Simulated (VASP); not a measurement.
Write the native input for VASP 6.6.1 that does the following.

* Task: single point
* Functional: r2SCAN
* Potentials or basis: VASP PAW PBE potentials, release 64 (Te, Pb_d)
* Cutoff: 520 eV
* k mesh: 8 × 8 × 8
* Occupations: gaussian, width 0.01 eV
* Spin: no spin polarisation
* Dipole correction: no
* Further INCAR settings: ALGO = Normal; EDIFF = 1e-06; NBANDS = 17

Crystal: TePb.

```
CELL_PARAMETERS angstrom
0.00000 3.26786 3.26786
3.26786 0.00000 3.26786
3.26786 3.26786 0.00000
ATOMIC_POSITIONS crystal
Te 0.50000 0.50000 0.50000
Pb 0.00000 0.00000 0.00000
```

One way to write it, as run:

POSCAR

```
TePb
1.0
    0.0000000000      3.2678555508      3.2678555508
    3.2678555508      0.0000000000      3.2678555508
    3.2678555508      3.2678555508      0.0000000000
Te Pb
1 1
Direct
    0.5000000000      0.5000000000      0.5000000000
    0.0000000000      0.0000000000      0.0000000000
```

INCAR.step1

```
SYSTEM = TePb
  PREC = Accurate
  ENCUT = 520
  ISMEAR = 0
  SIGMA = 0.01
  LREAL = .False.
  LASPH = .True.
  NELM = 60
  NBANDS = 17
  GGA = PE
  ALGO = Normal
  EDIFF = 1E-4
  LWAVE = .True.
  LCHARG = .False.
```

INCAR.step2

```
SYSTEM = TePb
  PREC = Accurate
  ENCUT = 520
  EDIFF = 1E-6
  ISMEAR = 0
  SIGMA = 0.01
  LREAL = .False.
  LASPH = .True.
  NELM = 60
  ALGO = Normal
  ISIF = 2
  LWAVE = .False.
  LCHARG = .False.
  METAGGA = R2SCAN
  LMIXTAU = .True.
  NBANDS = 17
  ISTART = 1
```

KPOINTS

```
Automatic mesh
0
Gamma
  8 8 8
  0 0 0
```

Potentials or basis: VASP PAW PBE potentials, release 64 (Te, Pb_d).

The run is started by

```sh
$ cat potpaw_PBE.64/Te/POTCAR potpaw_PBE.64/Pb_d/POTCAR > POTCAR
$ cp INCAR.step1 INCAR
$ mpirun -np 1 vasp_std > vasp.out
$ cp INCAR.step2 INCAR
$ mpirun -np 1 vasp_std > vasp.out
```

It gave:

```json
{
  "Pressure": "0.0 GPa",
  "Band gap on the k mesh": "1.09 eV, direct"
}
```

Caveat: the PAW data sets were made with another functional, which shifts forces and pressure a little; spin-orbit coupling is left out, which moves the levels of the heavy elements.

Run time: 96 s on 1 thread of Intel(R) Xeon(R) Platinum 8488C (Sapphire Rapids) (shared host), peak memory 0.23 GiB.
